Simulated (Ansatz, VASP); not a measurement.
## K12Cl11: VASP beside Ansatz

```xyz
23
Lattice="-3.8376 -7.6751 -3.8376 3.8376 -3.8376 -7.6751 3.8376 -7.6751 3.8376" Properties=species:S:1:pos:R:3 pbc="T T T"
K     0.1493   -7.6751   -0.1493
K     3.9853  -11.5156   -3.6898
K    -0.0251   -3.8376   -3.8125
K     0.0318   -3.8041   -0.0541
K     3.8376   -7.6751   -3.8376
K     3.8058   -7.7086    0.0541
K    -0.1478  -11.5098   -7.8229
K    -0.1493  -11.5127   -3.6883
K    -0.0541   -7.6417   -3.8058
K     0.0251    0.0000   -0.0251
K     0.0541  -11.5462   -0.0318
K     0.0000   -7.6751   -7.6751
Cl    1.9409   -9.5997   -1.9906
Cl    5.7303  -13.4549   -5.7764
Cl    1.9074   -5.8617   -5.7677
Cl    1.9906   -5.7506   -1.9409
Cl    5.6845   -9.5997   -5.7343
Cl   -1.8927   -9.5706   -5.7363
Cl    1.8967  -13.4257   -9.5221
Cl    1.9388   -9.5706   -9.5679
Cl    5.7677   -9.4886   -1.9074
Cl    1.9188  -11.5127   -5.7564
Cl    1.8987  -13.4549   -1.9448
```

Change from the starting cell: atom 22 (Cl) set half-way to the vacancy, atoms relaxed in the symmetry of that start.

Alike in both runs: functional PBE; k mesh 4 × 4 × 2; occupations gaussian, width 0.05 eV; no spin polarisation.

Ansatz relaxed the structure, and its values are those at the end. VASP's run is a single point on that final structure, the one shown.

|  | VASP | Ansatz |
| --- | --- | --- |
| version | VASP 6.6.1 | Ansatz 0.2.0 |
| potentials or method | VASP PAW PBE potentials, release 64 (K_sv, Cl), cutoff 400 eV | scalar-relativistic, plane waves, PAW |
| valence electrons in the cell | 185 | 185 |

|  | VASP | Ansatz | Ansatz less VASP |
| --- | --- | --- | --- |
| gap on the k mesh at the Fermi level (eV) | none | none | - |
| pressure (GPa) | 0.9 | 0.9 | -0.02 |

A gap of «none» marks a metal or a gap that the smearing closes. With one functional, cell and mesh, what is left measures potentials, basis and numerics. Ansatz's warnings: stress scf threshold loose.
